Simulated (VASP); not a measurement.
Input of a VASP 6.6.1 run:

The input INCAR:

```
SYSTEM = Si
ALGO     = Normal         ! electronic algorithm
EDIFF    = 1E-6           ! SCF threshold, eV
ENCUT    = 520            ! plane-wave cutoff, eV
GGA      = PE             ! functional
ISIF     = 2              ! what is computed and relaxed
ISMEAR   = 0              ! smearing method
LASPH    = .TRUE.         ! aspherical terms in the spheres
LCHARG   = .FALSE.        ! write CHGCAR
LREAL    = .FALSE.        ! projectors in reciprocal space
LWAVE    = .FALSE.        ! write WAVECAR
NBANDS   = 11             ! bands
NELM     = 100            ! most SCF steps
PREC     = Accurate       ! precision mode
SIGMA    = 0.02           ! smearing width, eV
```

File KPOINTS:

```
k-points
0
G
  10 10 10
  0 0 0
```

POSCAR

```
Si
1.0
    0.0000000000      2.6213246551      2.6213246551
    2.6213246551      0.0000000000      2.6213246551
    2.6213246551      2.6213246551      0.0000000000
Si
2
Direct
    0.5000000000      0.5000000000      0.5000000000
    0.7500000000      0.7500000000      0.7500000000
```

Potentials or basis: VASP PAW PBE potentials, release 64 (Si).

Launch:

```sh
$ cat potpaw_PBE.64/Si/POTCAR > POTCAR
$ mpirun -np 1 vasp_std > vasp.out
```

(1) Predict the band gap on the k mesh.

(2) What does it give for the pressure?

## Answers

(1) 0.38 eV, indirect (least direct gap 2.60 eV).

(2) 14.7 GPa.

Caveat: the cell differs from its parent crystal (strained).
